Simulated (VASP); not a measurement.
# NaH (I4mm) in VASP: a series of runs, part 2 of 3

VASP 6.6.1.

## Step 3: Single point, LDA (shortest bond scaled by 0.82)

Input file INCAR:

```
SYSTEM = NaH
  ALGO = Normal
  EDIFF = 1E-6
  ENCUT = 520
  GGA = CA
  ISIF = 2
  ISMEAR = -1
  LASPH = .True.
  LCHARG = .False.
  LREAL = .False.
  LWAVE = .False.
  NBANDS = 11
  NELM = 60
  PREC = Accurate
  SIGMA = 0.03
```

Input file KPOINTS:

```
k-points
0
Gamma
  8 8 8
  0 0 0
```

Input file POSCAR:

```
NaH
1.0
    0.0000000000      2.3864216652      2.3864216652
    2.3864216652      0.0000000000      2.3864216652
    2.3864216652      2.3864216652      0.0000000000
Na H
1 1
Direct
   -0.0450000000     -0.0450000000      0.0450000000
    0.5450000000      0.5450000000      0.4550000000
```

Potentials or basis: VASP PAW LDA potentials, release 64 (Na_pv, H).

Run with:

```console
$ cat potpaw_LDA.64/Na_pv/POTCAR potpaw_LDA.64/H/POTCAR > POTCAR
$ mpirun -np 1 vasp_std > vasp.out
```

OUTCAR:

```text
SYSTEM = NaH
   EDIFF = 1E-6
   ENCUT = 520
   GGA = CA
   ISIF = 2
   ISMEAR = -1
   LASPH = .True.
   LREAL = .False.
   NELM = 60
   PREC = Accurate

 ion  position               nearest neighbor table
   1  0.955  0.955  0.045-
   2  0.545  0.545  0.455-

  LATTYP: Found a face centered cubic cell.
 ALAT       =     4.7728433304

  Lattice vectors:

 A1 = (   0.0000000000,   2.3864216652,   2.3864216652)
 A2 = (   2.3864216652,   0.0000000000,   2.3864216652)
 A3 = (   2.3864216652,   2.3864216652,   0.0000000000)

Analysis of symmetry for initial positions (statically):
=====================================================================
 Subroutine PRICEL returns:
 Original cell was already a primitive cell.

 Routine SETGRP: Setting up the symmetry group for a
 face centered cubic supercell.

 Subroutine GETGRP returns: Found  8 space group operations
 (whereof  8 operations were pure point group operations)
 out of a pool of 48 trial point group operations.

The static configuration has the point symmetry C_4v.

Analysis of symmetry for dynamics (positions and initial velocities):
=====================================================================
 Subroutine PRICEL returns:
 Original cell was already a primitive cell.

 Routine SETGRP: Setting up the symmetry group for a
 face centered cubic supercell.

 Subroutine GETGRP returns: Found  8 space group operations
 (whereof  8 operations were pure point group operations)
 out of a pool of 48 trial point group operations.

The dynamic configuration has the point symmetry C_4v.

 Subroutine INISYM returns: Found  8 space group operations
 (whereof  8 operations are pure point group operations),
 and found     1 'primitive' translations

----------------------------------------------------------------------------------------

                                     Primitive cell

  volume of cell :      27.1814

  direct lattice vectors                    reciprocal lattice vectors
     0.000000000  2.386421665  2.386421665    -0.209518715  0.209518715  0.209518715
     2.386421665  0.000000000  2.386421665     0.209518715 -0.209518715  0.209518715
     2.386421665  2.386421665  0.000000000     0.209518715  0.209518715 -0.209518715
[... 115 lines left out ...]
 non-spin polarized calculation
  energy-cutoff  :      520.00
  volume of cell :       27.18
 maximum number of plane-waves:       754
 NGX is ok and might be reduce to    28
   NGX = 13   NGY = 13   NGZ = 13

 number of electron       8.0000000 magnetization

 Free energy of the ion-electron system (eV)
  ---------------------------------------------------
  ext. energy  EPLUGINS =         0.00000000
  ---------------------------------------------------
  free energy    TOTEN  =        -5.28457425 eV

  energy without entropy =       -5.28457425  energy(sigma->0) =       -5.28457425

 E-fermi :  -0.5007     XC(G=0):  -8.3370

 val. band max:       -1.0609571577   @ k =   0.2500  -0.2500   0.5000
 cond. band min:       2.3486446570   @ k =   0.5000   0.0000   0.0000
 fundamental gap:      3.4096018148
 Fermi energy:        -0.5006802455

 k-point     1 :       0.0000    0.0000    0.0000
  band No.  band energies     occupation
      1     -23.1696      2.00000
      2     -23.1696      2.00000
      3     -23.1682      2.00000
      4      -4.9696      2.00000
      5       9.2072      0.00000
      6      13.9449      0.00000
      7      13.9449      0.00000
      8      14.4518      0.00000
      9      15.9804      0.00000
     10      15.9804      0.00000
     11      16.2733      0.00000
[... 309 lines left out ...]
 k-point    24 :       0.5000    0.2500    0.0000
  band No.  band energies     occupation
      1     -23.2614      2.00000
      2     -23.2106      2.00000
      3     -23.1955      2.00000
      4      -1.7967      2.00000
      5       3.7491      0.00000
      6       6.5760      0.00000
      7      10.3819      0.00000
      8      11.1674      0.00000
      9      15.8196      0.00000
     10      19.1646      0.00000
     11      19.2271      0.00000

 [... further k-points ...]

------------------------ aborting loop because EDIFF is reached ----------------------------------------

  FORCE on cell =-STRESS in cart. coord.  units (eV):
  Direction    XX          YY          ZZ          XY          YZ          ZX
  --------------------------------------------------------------------------------------
  -------------------------------------------------------------------------------------
  Total       -0.3127179     -0.3127179      0.9057939      0.0000000      0.0000000      0.0000000
  in kB      -18.4328218    -18.4328218     53.3910465      0.0000000      0.0000000      0.0000000
  external PRESSURE =       5.5084676 kB  Pullay stress =       0.0000000 kB

 VOLUME and BASIS-vectors are now :
 -----------------------------------------------------------------------------
  energy-cutoff  :      520.00
  volume of cell :       27.18
      direct lattice vectors                 reciprocal lattice vectors
     0.000000000  2.386421665  2.386421665    -0.209518715  0.209518715  0.209518715
     2.386421665  0.000000000  2.386421665     0.209518715 -0.209518715  0.209518715
     2.386421665  2.386421665  0.000000000     0.209518715  0.209518715 -0.209518715

 POSITION                                       TOTAL-FORCE (eV/Angst)
 -----------------------------------------------------------------------------------
      2.38642      2.38642      4.55807         0.000000      0.000000      0.711180
      2.38642      2.38642      2.60120         0.000000      0.000000     -0.711180
 -----------------------------------------------------------------------------------
    total drift:                               -0.000000     -0.000000      0.000069

  FREE ENERGIE OF THE ION-ELECTRON SYSTEM (eV)
  ---------------------------------------------------
  free  energy   TOTEN  =        -5.2845742497 eV

  energy  without entropy=       -5.2845742497  energy(sigma->0) =       -5.28457425
```

OSZICAR:

```text
N       E                     dE             d eps       ncg     rms          rms(c)
DAV:   1     0.298290256024E+02    0.29829E+02   -0.36947E+03  1307   0.771E+02
DAV:   2    -0.466579289437E+01   -0.34495E+02   -0.34031E+02  1334   0.184E+02
DAV:   3    -0.573612951722E+01   -0.10703E+01   -0.10692E+01  1624   0.295E+01
DAV:   4    -0.574249764075E+01   -0.63681E-02   -0.63674E-02  1510   0.227E+00
DAV:   5    -0.574255335572E+01   -0.55715E-04   -0.55714E-04  1513   0.217E-01    0.320E+00
DAV:   6    -0.538472724058E+01    0.35783E+00   -0.35564E-01  1535   0.302E+00    0.147E+00
DAV:   7    -0.528358937864E+01    0.10114E+00   -0.34454E-01  1500   0.221E+00    0.327E-01
DAV:   8    -0.528490700442E+01   -0.13176E-02   -0.86411E-03  1490   0.102E+00    0.801E-02
DAV:   9    -0.528459247832E+01    0.31453E-03   -0.15070E-03  1683   0.368E-01    0.237E-02
DAV:  10    -0.528457359156E+01    0.18887E-04   -0.86354E-05  1477   0.581E-02    0.344E-03
DAV:  11    -0.528457424972E+01   -0.65816E-06   -0.21437E-06  1490   0.930E-03
   1 F= -.52845742E+01 E0= -.52845742E+01  d E =-.591092E-10
```

It took 25 s on 1 thread of AMD EPYC 7R13, shared host; peak memory 0.11 GiB.

Results:

* Free energy: -5.2846 eV
* Pressure: 0.6 GPa
* Largest force: 0.711 eV/Å
* Band gap on the k mesh: 3.41 eV, indirect (least direct gap 4.37 eV)

Forces on the atoms (eV/Å):
```
Na   0.000  0.000  0.711
H    0.000  0.000 -0.711
```

Levels at points of the mesh, in eV from the valence-band top:
| k point | band 1 | band 2 | band 3 | band 4 | band 5 | band 6 | band 7 | band 8 | band 9 |
| --- | --- | --- | --- | --- | --- | --- | --- | --- | --- |
| (0.00, 0.00, 0.00) | -22.11 | -22.11 | -22.11 | -3.91 | 10.27 | 15.01 | 15.01 | 15.51 | 17.04 |
| (0.50, 0.00, 0.00) | -22.22 | -22.12 | -22.12 | -0.96 | 3.41 | 10.59 | 13.31 | 13.80 | 16.19 |
| (0.50, 0.50, 0.00) | -22.21 | -22.15 | -22.15 | -0.26 | 4.52 | 9.77 | 10.53 | 10.53 | 11.46 |
| (0.00, 0.50, 0.50) | -22.21 | -22.15 | -22.15 | -0.20 | 4.34 | 9.47 | 9.77 | 10.85 | 12.68 |

Caveat: the cell differs from its parent crystal (shortest bond scaled by 0.82).

## Step 4: Single point, LDA (shortest bond scaled by 0.82)

Input file INCAR:

```
PREC     = Accurate       # precision mode
ENCUT    = 520            # plane-wave cutoff, eV
EDIFF    = 1E-7           # SCF threshold, eV
ISMEAR   = -1             # smearing method
SIGMA    = 0.03           # smearing width, eV
LREAL    = F              # projectors in reciprocal space
LASPH    = T              # aspherical terms in the spheres
NELM     = 60             # most SCF steps
ALGO     = Normal         # electronic algorithm
ISIF     = 2              # what is computed and relaxed
LWAVE    = F              # write WAVECAR
LCHARG   = F              # write CHGCAR
GGA      = CA             # functional
NBANDS   = 11             # bands
```

Input file KPOINTS:

```
Automatic mesh
0
Gamma
  8 8 8
```

POSCAR is that of step 3.

Run with:

```console
$ cat potpaw_LDA.64/Na_pv/POTCAR potpaw_LDA.64/H/POTCAR > POTCAR
$ mpirun -np 1 vasp_std > vasp.out
```

Wall time 33 s (1 thread of AMD EPYC 7R13, shared host); peak memory 0.11 GiB.

The run converged. Its results:

- Free energy: -5.2846 eV
- Pressure: 0.6 GPa
- Largest force: 0.711 eV/Å
- Band gap on the k mesh: 3.41 eV, indirect (least direct gap 4.37 eV)

Forces on the atoms (eV/Å):
```
Na   0.000  0.000  0.711
H    0.000  0.000 -0.711
```

Stress tensor (GPa, compression positive):
```
-1.83  0.00  0.00
 0.00 -1.83  0.00
 0.00  0.00  5.36
```

Levels at points of the mesh, in eV from the valence-band top:
| k point | band 2 | band 3 | band 4 | band 5 | band 6 | band 7 |
| --- | --- | --- | --- | --- | --- | --- |
| (0.00, 0.00, 0.00) | -22.11 | -22.11 | -3.91 | 10.27 | 15.01 | 15.01 |
| (0.50, 0.00, 0.00) | -22.12 | -22.12 | -0.96 | 3.41 | 10.59 | 13.31 |
| (0.50, 0.50, 0.00) | -22.15 | -22.15 | -0.26 | 4.51 | 9.77 | 10.53 |
| (0.00, 0.50, 0.50) | -22.15 | -22.15 | -0.20 | 4.34 | 9.47 | 9.77 |

Caveat: the cell differs from its parent crystal (shortest bond scaled by 0.82). A k mesh can miss the band edges.

(Continued in part 3 of 3.)
